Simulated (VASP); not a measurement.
Write the native input for VASP 6.6.1 that does the following.

```yaml
Task: single point
Functional: BLYP
Potentials_or_basis: VASP PAW PBE potentials, release 64 (Ta_pv)
Cutoff: 500 eV
k_mesh: 12 × 12 × 12
Occupations: gaussian, width 0.1 eV
Spin: no spin polarisation
Dipole_correction: no
Further_INCAR_settings: ALGO = Normal; EDIFF = 1e-06; NBANDS = 12
```

The structure of Ta lies in POSCAR:

```
Ta
1.0
   -1.6512800000      1.6512800000      1.6512800000
    1.6512800000     -1.6512800000      1.6512800000
    1.6512800000      1.6512800000     -1.6512800000
Ta
1
Direct
    0.0000000000      0.0000000000      0.0000000000
```

The input as run:

INCAR

```
SYSTEM = Ta
  PREC = Accurate
  ENCUT = 500
  EDIFF = 1E-6
  ISMEAR = 0
  SIGMA = 0.1
  LREAL = .False.
  LASPH = .True.
  NELM = 120
  ALGO = Normal
  ISIF = 2
  LWAVE = .False.
  LCHARG = .True.
  GGA = B5
  ALDAX = 1.0
  AGGAX = 1.0
  AGGAC = 1.0
  ALDAC = 0.0
  LELF = .True.
  LVHAR = .True.
  NBANDS = 12
  GGA_COMPAT = .False.
```

KPOINTS

```
regular mesh
0
Gamma
  12 12 12
  0 0 0
```

Potentials or basis: VASP PAW PBE potentials, release 64 (Ta_pv).

Run with:

```sh
$ cat potpaw_PBE.64/Ta_pv/POTCAR > POTCAR
$ mpirun -np 1 vasp_std > vasp.out
```

It gave:

```
Pressure : 8.9 GPa
```

Caveat: the PAW data sets were made with another functional, which shifts forces and pressure a little.

Run time: 13 s on 1 thread of Intel(R) Xeon(R) Platinum 8488C (Sapphire Rapids) (shared host), peak memory 0.15 GiB.
